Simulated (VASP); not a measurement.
Write the native input for VASP 6.6.1 that does the following.

```yaml
Task: density of states
Functional: LDA
Potentials_or_basis: VASP PAW LDA potentials, release 64 (Hf_pv, N)
Cutoff: 520 eV
k_mesh: 11 × 11 × 11
Occupations: methfessel-paxton, width 0.15 eV
Spin: no spin polarisation
Dipole_correction: no
k_mesh_for_the_DOS: 17 × 17 × 17
Occupations_for_the_DOS: tetrahedron
Further_INCAR_settings: ALGO = Normal; EDIFF = 1e-07; NBANDS = 14
```

Crystal: HfN.

```
CELL_PARAMETERS angstrom
0.00000 2.27377 2.27377
2.27377 0.00000 2.27377
2.27377 2.27377 0.00000
ATOMIC_POSITIONS crystal
Hf 0.00000 0.00000 0.00000
N 0.50000 0.50000 0.50000
```

These files were run (other wordings do the same):

POSCAR

```
HfN
1.0
    0.0000000000      2.2737745046      2.2737745046
    2.2737745046      0.0000000000      2.2737745046
    2.2737745046      2.2737745046      0.0000000000
Hf N
1 1
Direct
    0.0000000000      0.0000000000      0.0000000000
    0.5000000000      0.5000000000      0.5000000000
```

INCAR.step1

```
SYSTEM = HfN
PREC = Accurate
ENCUT = 520
EDIFF = 1E-7
ISMEAR = 1
SIGMA = 0.15
LREAL = .False.
LASPH = .True.
NELM = 100
ALGO = Normal
ISIF = 2
LWAVE = .False.
LCHARG = .True.
LMAXMIX = 4
GGA = CA
NBANDS = 14
```

KPOINTS.step1

```
Automatic mesh
0
Gamma
  11 11 11
  0 0 0
```

INCAR.step2

```
SYSTEM = HfN
PREC = Accurate
ENCUT = 520
EDIFF = 1E-7
ISMEAR = -5
SIGMA = 0.15
LREAL = .False.
LASPH = .True.
NELM = 100
ALGO = Normal
ISIF = 2
LWAVE = .False.
LCHARG = .False.
LMAXMIX = 4
GGA = CA
LORBIT = 10
NBANDS = 14
NEDOS = 2001
ICHARG = 11
```

KPOINTS.step2

```
Automatic mesh
0
Gamma
  17 17 17
  0 0 0
```

Potentials or basis: VASP PAW LDA potentials, release 64 (Hf_pv, N).

The run is started by

```console
$ cat potpaw_LDA.64/Hf_pv/POTCAR potpaw_LDA.64/N/POTCAR > POTCAR
$ cp INCAR.step1 INCAR
$ cp KPOINTS.step1 KPOINTS
$ mpirun -np 1 vasp_std > vasp.out
$ cp INCAR.step2 INCAR
$ cp KPOINTS.step2 KPOINTS
$ mpirun -np 1 vasp_std > vasp.out
```

Results of the run:

| Property | Result |
| --- | --- |
| Valence electrons inside the program's atomic spheres | Hf 8.60; N 3.69 |

Caveat: spin-orbit coupling is left out, which moves the levels of the heavy elements.

It took 13 s on 1 thread of Intel(R) Xeon(R) 6975P-C (Granite Rapids), on a shared host, peak memory 0.17 GiB.
